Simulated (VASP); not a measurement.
CdF2, 3 atoms in the cell. It takes space group Fmmm (No. 69, orthorhombic). Conventional cell: a = 4.577 Å, b = 5.626 Å, c = 5.949 Å, α = 90.00°, β = 90.00°, γ = 90.00°. Cd (site symmetry mmm) has 8 F at 2.35 Å within 3.1 Å. F (site symmetry 222) has 6 F at 2.29 to 2.97 Å and 4 Cd at 2.35 Å within 3.0 Å.  This cell differs from its parent crystal: strain +e along x and -e along y -0.0300, strain +e along z and -e/2 along x and y -0.1500.

```yaml
Program: VASP 6.6.1
Task: single point
Functional: PBEsol
Potentials_or_basis: VASP PAW PBE potentials, release 64 (Cd, F)
Cutoff: 520 eV
k_mesh: 8 × 8 × 8
Occupations: gaussian, width 0.05 eV
Spin: no spin polarisation
Dipole_correction: no
Further_INCAR_settings: ALGO = Normal; EDIFF = 1e-07; NBANDS = 20
```

Potentials or basis: VASP PAW PBE potentials, release 64 (Cd, F).

Launch:

```console
$ cat potpaw_PBE.64/Cd/POTCAR potpaw_PBE.64/F/POTCAR > POTCAR
$ mpirun -np 1 vasp_std > vasp.out
```

Hardware: 1 thread of Oxide Virtual Turin-like Processor (shared host).

Problem. How long does it take, and how much memory?

Solution. It took 98 s on 1 thread of Oxide Virtual Turin-like Processor, with other jobs on the host, peak memory 0.17 GiB. Counts: scf iterations 14, k points 95.
